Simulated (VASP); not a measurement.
Here is a VASP 6.6.1 calculation.

Contents of INCAR:

```
SYSTEM = Ge
ALGO     = Fast           ! electronic algorithm
EDIFF    = 1E-6           ! SCF threshold, eV
ENCUT    = 520            ! plane-wave cutoff, eV
GGA      = PE             ! functional
ISIF     = 2              ! what is computed and relaxed
ISMEAR   = 0              ! smearing method
LASPH    = .True.         ! aspherical terms in the spheres
LCHARG   = .False.        ! write CHGCAR
LREAL    = .False.        ! projectors in reciprocal space
LWAVE    = .False.        ! write WAVECAR
NBANDS   = 66             ! bands
NELM     = 100            ! most SCF steps
PREC     = Accurate       ! precision mode
SIGMA    = 0.15           ! smearing width, eV
```

File KPOINTS:

```
k-points
0
Gamma
  15 15 4
  0 0 0
```

File POSCAR:

```
Ge
1.0
    3.9876524960      0.0000000000      0.0000000000
   -1.9938262480      3.4534083630      0.0000000000
    0.0000000000      0.0000000000     13.8646689633
Ge
8
Direct
    0.0000000000      0.0000000000      0.3955272934
    0.0000000000      0.0000000000      0.6044727066
    0.0000000000      0.0000000000      0.8955272934
    0.0000000000      0.0000000000      0.1044727066
    0.3333333333      0.6666666667      0.3442031336
    0.6666666667      0.3333333333      0.6557968664
    0.6666666667      0.3333333333      0.8442031336
    0.3333333333      0.6666666667      0.1557968664
```

Potentials or basis: VASP PAW PBE potentials, release 64 (Ge_d).

Launch:

```sh
$ cat potpaw_PBE.64/Ge_d/POTCAR > POTCAR
$ mpirun -np 1 vasp_std > vasp.out
```

Problem. What does it give for the largest force?

Solution. 1.763 eV/Å.

Problem. What does it give for the band gap on the k mesh?

Solution. Zero (bands 56 and 57 overlap by 0.59 eV).

Problem. Predict the pressure.

Solution. 2.2 GPa.

Forces on the atoms (eV/Å):
```
Ge   0.000  0.000  1.763
Ge   0.000  0.000 -1.763
Ge   0.000  0.000  1.763
Ge   0.000  0.000 -1.763
Ge   0.000  0.000 -0.873
Ge   0.000  0.000  0.873
Ge   0.000  0.000 -0.873
Ge   0.000  0.000  0.873
```

Caveat: semilocal functionals underestimate gaps, so a narrow gap can read as zero; forces of over 1 eV/Å act on the atoms, so gaps and moduli don't describe the material at rest.
